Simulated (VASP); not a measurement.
Input of a VASP 6.6.1 run:

File INCAR:

```
PREC = Accurate
ENCUT = 520
EDIFF = 1E-6
ISMEAR = 0
SIGMA = 0.15
LREAL = Auto
LASPH = True
NELM = 60
ALGO = Normal
ISIF = 2
LWAVE = False
LCHARG = False
GGA = PE
NBANDS = 42
```

File KPOINTS:

```
Automatic mesh
0
Gamma
  3 4 1
```

Contents of POSCAR:

```
NaAl16
1.0
    8.1000000000      0.0000000000      0.0000000000
    0.0000000000      5.7275650000      0.0000000000
    0.0000000000      0.0000000000     17.2956740000
Al Na
16 1
Direct
    0.2500000000      0.2499999564      0.0578179260
    0.7500000000      0.2499999564      0.0578179260
    0.2500000000      0.7500000436      0.0578179260
    0.7500000000      0.7500000436      0.0578179260
   -0.0027329630     -0.0010246937      0.1342285938
    0.5025872840     -0.0009775533      0.1342729980
   -0.0005981481      0.4987746102      0.1330132610
    0.5004958025      0.4987962598      0.1328185302
    0.2495017284      0.2405285667      0.2208827479
    0.7498739506      0.2503482719      0.2224960993
    0.2495281481      0.7526458451      0.2208675418
    0.7498728395      0.7463085971      0.2217733174
   -0.0038035802     -0.0041446933      0.3008869732
    0.5030622222     -0.0041813580      0.3006804476
    0.0105890123      0.4944921620      0.2960049432
    0.4888332099      0.4944359427      0.2956079075
    0.7493155556      0.5635576375      0.4141580143
```

Potentials or basis: VASP PAW PBE potentials, release 64 (Al, Na_pv).

Command:

```console
$ cat potpaw_PBE.64/Al/POTCAR potpaw_PBE.64/Na_pv/POTCAR > POTCAR
$ mpirun -np 1 vasp_std > vasp.out
```

**Question.** Predict the band gap on the k mesh.

**Answer.** Zero (an odd number of electrons rules out a gap without spin polarisation).

**Question.** Estimate the largest force.

**Answer.** 0.090 eV/Å.

Forces in eV/Å, atoms in the order of the input:
```
Al  -0.002 -0.030  0.036
Al   0.001 -0.003 -0.016
Al  -0.002  0.005  0.027
Al   0.001 -0.020 -0.051
Al   0.004 -0.001  0.000
Al  -0.006 -0.002 -0.001
Al  -0.007 -0.002 -0.003
Al   0.005 -0.002  0.002
Al   0.004 -0.018 -0.009
Al  -0.001  0.008  0.007
Al   0.003  0.009 -0.003
Al  -0.001 -0.014  0.003
Al   0.018 -0.004 -0.002
Al  -0.017 -0.004  0.000
Al  -0.001 -0.006  0.001
Al   0.000 -0.006  0.009
Na  -0.001  0.090  0.000
```

Caveat: there is no dipole correction, which matters where the two faces differ.
